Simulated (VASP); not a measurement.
A run of VASP 6.6.1 is set up as follows.

The input INCAR:

```
SYSTEM = Sn3TeO2
PREC = Accurate ; ENCUT = 520
EDIFF = 1E-6 ; ISMEAR = 0
SIGMA = 0.1 ; LREAL = .False.
LASPH = .True. ; NELM = 60
ALGO = Normal ; ISIF = 2
LWAVE = .False. ; LCHARG = .True.
GGA = PE ; LELF = .True.
LVHAR = .True. ; NBANDS = 39
```

KPOINTS

```
Automatic mesh
0
Gamma
  12 12 4
  0 0 0
```

File POSCAR:

```
Sn3TeO2
1.0
    3.1309184677      0.0000000000      0.0000000000
    0.0000000000      3.1309184677      0.0000000000
    0.0000000000      0.0000000000     13.5554038015
Sn Te O
3 1 2
Direct
    0.5000000000      0.5000000000      0.2323792806
    0.5000000000      0.5000000000      0.5000000000
    0.5000000000      0.5000000000      0.7676207194
    0.0000000000      0.0000000000      0.0000000000
    0.0000000000      0.0000000000      0.2998694984
    0.0000000000      0.0000000000      0.7001305016
```

Potentials or basis: VASP PAW PBE potentials, release 64 (Sn_d, Te, O).

The run is started by

```sh
$ cat potpaw_PBE.64/Sn_d/POTCAR potpaw_PBE.64/Te/POTCAR potpaw_PBE.64/O/POTCAR > POTCAR
$ mpirun -np 1 vasp_std > vasp.out
```

**Question.** Estimate the largest force.

**Answer.** 0.020 eV/Å.

**Question.** What does it give for the pressure?

**Answer.** 0.0 GPa.

**Question.** Estimate the band gap on the k mesh.

**Answer.** Zero (bands 30 and 31 overlap by 2.61 eV).

Forces on the atoms (eV/Å):
```
Sn   0.000  0.000 -0.020
Sn   0.000  0.000  0.000
Sn   0.000  0.000  0.020
Te   0.000  0.000  0.000
O    0.000  0.000  0.019
O    0.000  0.000 -0.019
```

Caveat: spin-orbit coupling is left out, which moves the levels of the heavy elements.
